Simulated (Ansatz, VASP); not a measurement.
Two plane-wave programs on In2SbSe3

```
In Sb Se
1.0
     4.08854    0.00000    0.00000
     0.00259    4.15849    0.00000
     0.01798    0.10873   18.79938
In Sb Se
4 2 6
Direct
  0.50841 0.14169 0.33089
  0.49056 0.02082 0.82866
  0.00863 0.65263 0.17277
  0.98825 0.52400 0.67323
  0.99891 0.58389 0.01099
  0.00138 0.58643 0.50881
  0.49438 0.00412 0.98615
  0.51438 0.15440 0.48771
  0.50831 0.15307 0.17895
  0.48806 0.01718 0.67873
  0.00868 0.64705 0.32329
  0.99004 0.51472 0.81982
```

Change from the starting cell: the structure that the rattled cell fell into.

Alike in both runs: task relaxation of cell and atoms; functional PBE; k mesh 4 × 4 × 1; occupations gaussian, width 0.1 eV; no spin polarisation.

|  | VASP | Ansatz |
| --- | --- | --- |
| version | VASP 6.6.1 | Ansatz 0.2.0 |
| potentials or method | VASP PAW PBE potentials, release 64 (In_d, Sb, Se), cutoff 600 eV | scalar-relativistic, plane waves, PAW |
| valence electrons in the cell | 98 | 178 |

Ansatz gave:

```
gap on the k mesh at the Fermi level, each at its own relaxed structure (eV) : none
relaxed volume (Å³/atom)                                                     : 27.66
relaxed length of the cell vector where the two differ most in proportion (Å)              : 4.440
```

Task: What did VASP give for the same quantities?

Result: gap on the k mesh at the Fermi level, each at its own relaxed structure (eV): none; relaxed volume (Å³/atom): 26.54; relaxed length of the cell vector where the two differ most in proportion (Å): 4.180.

A gap of «none» marks a metal or a gap that the smearing closes. VASP's potentials hold 98 valence electrons a cell and Ansatz's 178, so a difference there can come from the potentials and not from the codes.

The k mesh is coarse, so the values compare programs but aren't converged. Spin-orbit coupling is off throughout.
